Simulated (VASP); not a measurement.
# Sb (I4/mcm) in VASP: notebook, part 2 of 2

VASP 6.6.1. Earlier steps stand in the parts before.

### Step 3. Single point, LDA (32.24 Å³/atom)

This run uses another cell than the first one, of 32.24 Å³/atom.

File INCAR:

```
  ALGO = Normal
  EDIFF = 1E-6
  ENCUT = 520
  ISIF = 2
  ISMEAR = -1
  LASPH = T
  LCHARG = F
  LREAL = F
  LWAVE = F
  NBANDS = 18
  NELM = 80
  PREC = Accurate
  SIGMA = 0.05
```

File KPOINTS:

```
k-points
0
Gamma
  7 7 7
```

File POSCAR:

```
Sb
1.0
   -4.0029627780      4.0029627780      2.0118924237
    4.0029627780     -4.0029627780      2.0118924237
    4.0029627780      4.0029627780     -2.0118924237
Sb
4
Direct
    0.6512630600      0.1512630600      0.8025261200
    0.1512630600      0.3487369400      0.5000000000
    0.3487369400      0.8487369400      0.1974738800
    0.8487369400      0.6512630600      0.5000000000
```

Potentials or basis: VASP PAW LDA potentials, release 64 (Sb).

Run with:

```console
cat potpaw_LDA.64/Sb/POTCAR > POTCAR
mpirun -np 1 vasp_std > vasp.out
```

OUTCAR:

```text
EDIFF = 1E-6
   ENCUT = 520
   ISIF = 2
   ISMEAR = -1
   LASPH = T
   LREAL = F
   NELM = 80
   PREC = Accurate

 ion  position               nearest neighbor table
   1  0.651  0.151  0.803-   3 3.01   3 3.01   2 3.15   4 3.15   2 3.15   4 3.15   3 3.43
   2  0.151  0.349  0.500-   4 3.01   4 3.01   1 3.15   3 3.15   1 3.15   3 3.15   4 3.43
   3  0.349  0.849  0.197-   1 3.01   1 3.01   2 3.15   4 3.15   4 3.15   2 3.15   1 3.43
   4  0.849  0.651  0.500-   2 3.01   2 3.01   1 3.15   3 3.15   3 3.15   1 3.15   2 3.43

  LATTYP: Found a body centered tetragonal cell.
 ALAT       =     8.0059255560
 C/A-ratio  =     0.5026008323

  Lattice vectors:

 A1 = (  -4.0029627780,   4.0029627780,   2.0118924237)
 A2 = (   4.0029627780,  -4.0029627780,   2.0118924237)
 A3 = (   4.0029627780,   4.0029627780,  -2.0118924237)

Analysis of symmetry for initial positions (statically):
=====================================================================
 Subroutine PRICEL returns:
 Original cell was already a primitive cell.

 Routine SETGRP: Setting up the symmetry group for a
 body centered tetragonal supercell.

 Subroutine GETGRP returns: Found 16 space group operations
 (whereof  8 operations were pure point group operations)
 out of a pool of 16 trial point group operations.

The static configuration has the point symmetry C_4h.
 The point group associated with its full space group is D_4h.

Analysis of symmetry for dynamics (positions and initial velocities):
=====================================================================
 Subroutine PRICEL returns:
 Original cell was already a primitive cell.

 Routine SETGRP: Setting up the symmetry group for a
 body centered tetragonal supercell.

 Subroutine GETGRP returns: Found 16 space group operations
 (whereof  8 operations were pure point group operations)
 out of a pool of 16 trial point group operations.

The dynamic configuration has the point symmetry C_4h.
 The point group associated with its full space group is D_4h.

 Subroutine INISYM returns: Found 16 space group operations
 (whereof  8 operations are pure point group operations),
 and found     1 'primitive' translations

----------------------------------------------------------------------------------------

                                     Primitive cell

  volume of cell :     128.9519

  direct lattice vectors                    reciprocal lattice vectors
    -4.002962778  4.002962778  2.011892424     0.000000000  0.124907482  0.248522234
     4.002962778 -4.002962778  2.011892424     0.124907482  0.000000000  0.248522234
     4.002962778  4.002962778 -2.011892424     0.124907482  0.124907482  0.000000000

  length of vectors
     6.007922530  6.007922530  6.007922530     0.278145969  0.278145969  0.176645855

  position of ions in fractional coordinates (direct lattice)
     0.651263060  0.151263060  0.802526120
     0.151263060  0.348736940  0.500000000
     0.348736940  0.848736940  0.197473880
     0.848736940  0.651263060  0.500000000

  ion indices of the primitive-cell ions
   primitive index   ion index
                 1           1
                 2           2
                 3           3
                 4           4

----------------------------------------------------------------------------------------

 KPOINTS: k-points

Automatic generation of k-mesh.
 Grid dimensions read from file:
 generate k-points for:    7    7    7

 Generating k-lattice:

  Cartesian coordinates                     Fractional coordinates (reciprocal lattice)
     0.000000000  0.017843926  0.035503176     0.142857143  0.000000000  0.000000000
     0.017843926  0.000000000  0.035503176     0.000000000  0.142857143  0.000000000
     0.017843926  0.017843926  0.000000000     0.000000000  0.000000000  0.142857143

  Length of vectors
     0.039735138  0.039735138  0.025235122

  Shift w.r.t. Gamma in fractional coordinates (k-lattice)
     0.000000000  0.000000000  0.000000000

 Subroutine IBZKPT returns following result:
 ===========================================

 Found     40 irreducible k-points:

 Following reciprocal coordinates:
            Coordinates               Weight
  0.000000  0.000000  0.000000      1.000000
  0.142857  0.000000 -0.000000      8.000000
  0.285714  0.000000 -0.000000      8.000000
  0.428571 -0.000000  0.000000      8.000000
  0.142857  0.142857  0.000000      8.000000
  0.285714  0.142857 -0.000000     16.000000
[... 16 lines left out ...]
 -0.142857  0.285714  0.142857      8.000000
 -0.428571  0.428571  0.142857      8.000000
 [... further k-points ...]
   k-points           NKPTS =     40   k-points in BZ     NKDIM =     40   number of bands    NBANDS=     18
   number of dos      NEDOS =    301   number of ions     NIONS =      4
   total plane-waves  NPLWV = 110592
   dimension x,y,z NGX =    48 NGY =   48 NGZ =   48
   dimension x,y,z NGXF=    96 NGYF=   96 NGZF=   96
   ions per type =               4
   NGX,Y,Z   is equivalent  to a cutoff of  13.28, 13.28, 13.28 a.u.
   NGXF,Y,Z  is equivalent  to a cutoff of  26.56, 26.56, 26.56 a.u.
 SYSTEM =  unknown system
   PREC   = accura    normal or accurate (medium, high low for compatibility)
   ISTART =      0    job   : 0-new  1-cont  2-samecut
   ICHARG =      2    charge: 1-file 2-atom 10-const
   ISPIN  =      1    spin polarized calculation?
   LNONCOLLINEAR =      F non collinear calculations
   LSORBIT =      F    spin-orbit coupling
   LASPH  =      T    aspherical Exc in radial PAW
   ENCUT  =  520.0 eV  38.22 Ry    6.18 a.u.  11.17 11.17 11.17*2*pi/ulx,y,z
   NELM   =     80;   NELMIN=  2; NELMDL= -5     # of ELM steps
   EDIFF  = 0.1E-05   stopping-criterion for ELM
   LREAL  =      F    real-space projection
[... 7 lines left out ...]
   TEBEG  =    0.0;   TEEND  =   0.0 temperature during run
   PSTRESS=    0.0 pullay stress
   NELECT =      20.0000    total number of electrons
   NUPDOWN=      -1.0000    fix difference up-down
   EMIN   =  10.00;   EMAX   =-10.00  energy-range for DOS
   EFERMI =   0.00;   METHOD = LEGACY
   ISMEAR =    -1;   SIGMA  =   0.05  broadening in eV -4-tet -1-fermi 0-gaus
   EFERMI_NEDOS =   21; number of points for ismear=-14 and -15
   IALGO  =     38    algorithm
   IMIX   =      4    mixing-type and parameters
     AMIX     =   0.40;   BMIX     =  1.00
     AMIX_MAG =   1.60;   BMIX_MAG =  1.00
  volume/ion in A,a.u.               =      32.24       217.55
  Fermi-wavevector in a.u.,A,eV,Ry     =   0.879580  1.662166 10.526306  0.773662
  Thomas-Fermi vector in A             =   1.999824
   LORBIT       =      0    0 simple, 1 ext, 2 COOP (PROOUT), +10 PAW based schemes
   GGA     = CA    functional components
   LHFCALC =     F    Hartree Fock is set to
   AEXX    =    0.0000 exact exchange contribution
   IVDW    =     0    specifies the selected vdW correction
   LEPSILON=     F    determine dielectric tensor
   LRPA    =     F    only Hartree local field effects (RPA)
 non-spin polarized calculation
  energy-cutoff  :      520.00
  volume of cell :      128.95
 maximum number of plane-waves:      3496
 NGX is ok and might be reduce to    48
   NGX = 23   NGY = 23   NGZ = 23

 number of electron      20.0000001 magnetization

 Free energy of the ion-electron system (eV)
  ---------------------------------------------------
  ext. energy  EPLUGINS =         0.00000000
  ---------------------------------------------------
  free energy    TOTEN  =       -18.14822175 eV

  energy without entropy =      -18.12332298  energy(sigma->0) =      -18.13577237

 E-fermi :   6.1832     XC(G=0):  -9.2867

 val. band max:        6.1808023230   @ k =   0.1429   0.1429   0.1429
 cond. band min:       6.1891935996   @ k =  -0.4286  -0.4286   0.4286
 fundamental gap:      0.0083912767
 Fermi energy:         6.1832237449

 k-point     1 :       0.0000    0.0000    0.0000
  band No.  band energies     occupation
      1      -6.4796      2.00000
      2      -3.0481      2.00000
      3      -1.8050      2.00000
      4      -1.8050      2.00000
      5       1.3040      2.00000
      6       4.5975      2.00000
[... 10 lines left out ...]
     17      11.9781      0.00000
     18      12.8454      0.00000
[... 463 lines left out ...]
 k-point    24 :      -0.4286    0.4286    0.1429
  band No.  band energies     occupation
      1      -5.8764      2.00000
      2      -4.5186      2.00000
      3      -2.6039      2.00000
      4      -0.4607      2.00000
      5       2.6615      2.00000
      6       3.5597      2.00000
[... 10 lines left out ...]
     17      10.5460      0.00000
     18      11.1042      0.00000

 [... further k-points ...]
[... 5 lines left out ...]
  --------------------------------------------------------------------------------------
  -------------------------------------------------------------------------------------
  Total       -0.5946908     -0.5946908     -0.3664888      0.0000000      0.0000000      0.0000000
  in kB       -7.3888009     -7.3888009     -4.5534806      0.0000000      0.0000000      0.0000000
  external PRESSURE =      -6.4436941 kB  Pullay stress =       0.0000000 kB

 VOLUME and BASIS-vectors are now :
 -----------------------------------------------------------------------------
  energy-cutoff  :      520.00
  volume of cell :      128.95
      direct lattice vectors                 reciprocal lattice vectors
    -4.002962778  4.002962778  2.011892424     0.000000000  0.124907482  0.248522234
     4.002962778 -4.002962778  2.011892424     0.124907482  0.000000000  0.248522234
     4.002962778  4.002962778 -2.011892424     0.124907482  0.124907482  0.000000000

 POSITION                                       TOTAL-FORCE (eV/Angst)
 -----------------------------------------------------------------------------------
      1.21100      5.21396     -0.00000        -0.009491     -0.009491     -0.000000
      2.79196      1.21100      0.00000         0.009491     -0.009491     -0.000000
      2.79196     -1.21100      2.01189         0.009491      0.009491      0.000000
      1.21100      2.79196      2.01189        -0.009491      0.009491      0.000000
 -----------------------------------------------------------------------------------
    total drift:                               -0.000000      0.000000     -0.000000

  FREE ENERGIE OF THE ION-ELECTRON SYSTEM (eV)
  ---------------------------------------------------
  free  energy   TOTEN  =       -18.1482217537 eV

  energy  without entropy=      -18.1233229809  energy(sigma->0) =      -18.13577237
```

Wall time 2.4 min (1 thread of Intel Xeon 8259CL, shared host); peak memory 0.27 GiB.

Results:

```yaml
Free_energy: -18.1482 eV
Pressure: -0.6 GPa
Largest_force: 0.013 eV/Å
Band_gap_on_the_k_mesh: zero (bands 10 and 11 overlap by 1.55 eV)
```

Forces on the atoms (eV/Å):
```
Sb  -0.009 -0.009  0.000
Sb   0.009 -0.009  0.000
Sb   0.009  0.009  0.000
Sb  -0.009  0.009  0.000
```

Caveat: spin-orbit coupling is left out, which moves the levels of the heavy elements.

### Step 4. Single point, LDA (32.90 Å³/atom)

This run uses another cell than the first one, of 32.90 Å³/atom.

File INCAR:

```
ALGO = Normal ; EDIFF = 1E-6
ENCUT = 520 ; GGA = CA
ISIF = 2 ; ISMEAR = -1
LASPH = True ; LCHARG = True
LELF = True ; LREAL = False
LVHAR = True ; LWAVE = False
NBANDS = 18 ; NELM = 80
PREC = Accurate ; SIGMA = 0.05
```

KPOINTS is that of step 3.

File POSCAR:

```
Sb
1.0
   -4.0300106443      4.0300106443      2.0254867038
    4.0300106443     -4.0300106443      2.0254867038
    4.0300106443      4.0300106443     -2.0254867038
Sb
4
Direct
    0.6512630600      0.1512630600      0.8025261200
    0.1512630600      0.3487369400      0.5000000000
    0.3487369400      0.8487369400      0.1974738800
    0.8487369400      0.6512630600      0.5000000000
```

Run with:

```console
cat potpaw_LDA.64/Sb/POTCAR > POTCAR
mpirun -np 1 vasp_std > vasp.out
```

Run time: 3 min. Hardware: 1 thread of Intel Xeon 8259CL, shared host; peak memory 0.27 GiB.

It converged, with:

```yaml
Free_energy: -18.1292 eV
Pressure: -1.7 GPa
Largest_force: 0.045 eV/Å
Band_gap_on_the_k_mesh: zero (bands 10 and 11 overlap by 1.54 eV)
```

Forces on the atoms (eV/Å):
```
Sb  -0.032 -0.032  0.000
Sb   0.032 -0.032  0.000
Sb   0.032  0.032  0.000
Sb  -0.032  0.032  0.000
```

Stress tensor (GPa, compression positive):
```
-1.63  0.00  0.00
 0.00 -1.63  0.00
 0.00  0.00 -1.73
```

Levels at points of the mesh, in eV from the Fermi level:
| k point | band 7 | band 8 | band 9 | band 10 | band 11 | band 12 | band 13 | band 14 |
| --- | --- | --- | --- | --- | --- | --- | --- | --- |
| (0.00, 0.00, 0.00) | -1.13 | -1.13 | -1.00 | -0.93 | -0.93 | -0.37 | 2.63 | 2.63 |

Caveat: spin-orbit coupling is left out, which moves the levels of the heavy elements.

### Step 5. Single point, LDA (33.55 Å³/atom)

This run uses another cell than the first one, of 33.55 Å³/atom.

File INCAR:

```
PREC = Accurate
ENCUT = 520
EDIFF = 1E-6
ISMEAR = -1
SIGMA = 0.05
LREAL = F
LASPH = T
NELM = 60
ALGO = Normal
ISIF = 2
LWAVE = F
LCHARG = T
LELF = T
LVHAR = T
NBANDS = 18
```

File KPOINTS:

```
Automatic mesh
0
Gamma
  7 7 7
```

File POSCAR:

```
Sb
1.0
   -4.0567002343      4.0567002343      2.0389009140
    4.0567002343     -4.0567002343      2.0389009140
    4.0567002343      4.0567002343     -2.0389009140
Sb
4
Direct
    0.6512630600      0.1512630600      0.8025261200
    0.1512630600      0.3487369400      0.5000000000
    0.3487369400      0.8487369400      0.1974738800
    0.8487369400      0.6512630600      0.5000000000
```

Potentials or basis: VASP PAW LDA potentials, release 64 (Sb).

Run with:

```console
cat potpaw_LDA.64/Sb/POTCAR > POTCAR
mpirun -np 1 vasp_std > vasp.out
```

OUTCAR:

```text
PREC = Accurate
   ENCUT = 520
   EDIFF = 1E-6
   ISMEAR = -1
   LREAL = F
   LASPH = T
   NELM = 60
   ISIF = 2

 ion  position               nearest neighbor table
   1  0.651  0.151  0.803-   3 3.05   3 3.05   2 3.19   4 3.19   2 3.19   4 3.19   3 3.47
   2  0.151  0.349  0.500-   4 3.05   4 3.05   1 3.19   3 3.19   1 3.19   3 3.19   4 3.47
   3  0.349  0.849  0.197-   1 3.05   1 3.05   2 3.19   4 3.19   4 3.19   2 3.19   1 3.47
   4  0.849  0.651  0.500-   2 3.05   2 3.05   1 3.19   3 3.19   3 3.19   1 3.19   2 3.47

  LATTYP: Found a body centered tetragonal cell.
[... 706 lines left out ...]
  --------------------------------------------------------------------------------------
  -------------------------------------------------------------------------------------
  Total       -2.0285237     -2.0285237     -2.4030058      0.0000000     -0.0000000      0.0000000
  in kB      -24.2152366    -24.2152366    -28.6855683      0.0000000     -0.0000000      0.0000000
  external PRESSURE =     -25.7053472 kB  Pullay stress =       0.0000000 kB

 VOLUME and BASIS-vectors are now :
 -----------------------------------------------------------------------------
  energy-cutoff  :      520.00
  volume of cell :      134.22
      direct lattice vectors                 reciprocal lattice vectors
    -4.056700234  4.056700234  2.038900914     0.000000000  0.123252883  0.245230161
     4.056700234 -4.056700234  2.038900914     0.123252883  0.000000000  0.245230161
     4.056700234  4.056700234 -2.038900914     0.123252883  0.123252883  0.000000000

 POSITION                                       TOTAL-FORCE (eV/Angst)
 -----------------------------------------------------------------------------------
      1.22726      5.28396     -0.00000        -0.052088     -0.052088      0.000000
      2.82944      1.22726      0.00000         0.052088     -0.052088     -0.000000
      2.82944     -1.22726      2.03890         0.052088      0.052088     -0.000000
      1.22726      2.82944      2.03890        -0.052088      0.052088      0.000000
 -----------------------------------------------------------------------------------
    total drift:                                0.000000     -0.000000     -0.000000

  FREE ENERGIE OF THE ION-ELECTRON SYSTEM (eV)
  ---------------------------------------------------
  free  energy   TOTEN  =       -18.0942866399 eV

  energy  without entropy=      -18.0676666515  energy(sigma->0) =      -18.08097665
```

stdout:

```text
POSCAR found type information on POSCAR Sb
 POSCAR found :  1 types and       4 ions
 scaLAPACK will be used
 LDA part: xc-table for (Slater(with rela. corr.)+CA(PZ))
 , standard interpolation
 POSCAR, INCAR and KPOINTS ok, starting setup
 FFT: planning ... GRIDC
 FFT: planning ... GRID_SOFT
 FFT: planning ... GRID
 WAVECAR not read
 entering main loop
```

It took 2.8 min on 1 thread of Intel Xeon 8259CL, shared host; peak memory 0.27 GiB.

Results:

```
Free energy            : -18.0943 eV
Pressure               : -2.6 GPa
Largest force          : 0.074 eV/Å
Band gap on the k mesh : zero (bands 10 and 11 overlap by 1.53 eV)
```

Forces in eV/Å, atoms in the order of the input:
```
Sb  -0.052 -0.052  0.000
Sb   0.052 -0.052  0.000
Sb   0.052  0.052  0.000
Sb  -0.052  0.052  0.000
```

Caveat: spin-orbit coupling is left out, which moves the levels of the heavy elements.

### Step 6. Summary

| cell | gap on the mesh (eV) | pressure (GPa) | largest force (eV/Å) |
| --- | --- | --- | --- |
| a = 5.967 Å, angles 96.4, 96.4, 140.9°, 4 atoms | none | 0.5 | 0.02 |
| a = 6.008 Å, angles 96.4, 96.4, 140.9°, 4 atoms | none | -0.6 | 0.01 |
| a = 6.049 Å, angles 96.4, 96.4, 140.9°, 4 atoms | none | -1.7 | 0.04 |
| a = 6.089 Å, angles 96.4, 96.4, 140.9°, 4 atoms | none | -2.6 | 0.07 |

Alike in all rows: task single point; level LDA; potentials or basis VASP PAW LDA potentials, release 64 (Sb); no spin polarisation; k mesh 7 × 7 × 7; cutoff (eV) 520; smearing fermi-dirac 0.05 eV.

Caveats: spin-orbit coupling is left out, which moves the levels of the heavy elements.

Absolute energies hang on the potentials; compare differences alone.
